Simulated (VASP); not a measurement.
Set up this calculation in VASP 6.6.1, as the native input.

```yaml
Task: relaxation of cell and atoms
Functional: PBE
Potentials_or_basis: VASP PAW PBE potentials, release 64 (Be, S)
Cutoff: 600 eV
k_mesh: 8 × 8 × 8
Occupations: fermi-dirac, width 0.02 eV
Spin: no spin polarisation
Dipole_correction: no
Further_INCAR_settings: ALGO = Normal; EDIFF = 1e-06; IBRION = 2; EDIFFG = -0.005; NSW = 80; ISIF = 3
```

The structure of BeS lies in POSCAR:

```
BeS
1.0
    0.0000000000      2.4250000000      2.4250000000
    2.4250000000      0.0000000000      2.4250000000
    2.4250000000      2.4250000000      0.0000000000
Be S
1 1
Direct
    0.0000000000      0.0000000000      0.0000000000
    0.2500000000      0.2500000000      0.2500000000
```

The input as run:

INCAR

```
SYSTEM = BeS
PREC = Accurate
ENCUT = 600
EDIFF = 1E-6
ISMEAR = -1
SIGMA = 0.02
LREAL = .FALSE.
LASPH = .TRUE.
NELM = 60
ALGO = Normal
ISIF = 3
LWAVE = .FALSE.
LCHARG = .FALSE.
GGA = PE
IBRION = 2
NSW = 80
EDIFFG = -0.005
```

KPOINTS

```
regular mesh
0
G
  8 8 8
  0 0 0
```

Potentials or basis: VASP PAW PBE potentials, release 64 (Be, S).

Command:

```console
$ cat potpaw_PBE.64/Be/POTCAR potpaw_PBE.64/S/POTCAR > POTCAR
$ mpirun -np 1 vasp_std > vasp.out
```

Results of the run:

The relaxed volume is 14.50 Å³/atom, the relaxed cell is a = 3.448 Å, b = 3.448 Å, c = 3.448 Å, α = 60.00°, β = 60.00°, γ = 60.00° and the space group after relaxing (to 0.05 Å) is F-43m (No. 216). The energy gained by relaxing is 1.2 meV/atom, the ionic steps are 3 and the pressure after relaxing is 0.0 GPa. The band gap on the k mesh is 3.15 eV, indirect (least direct gap 5.68 eV).

It took 24 s on 1 thread of Intel Xeon 8259CL, with other jobs on the host, peak memory 0.15 GiB.
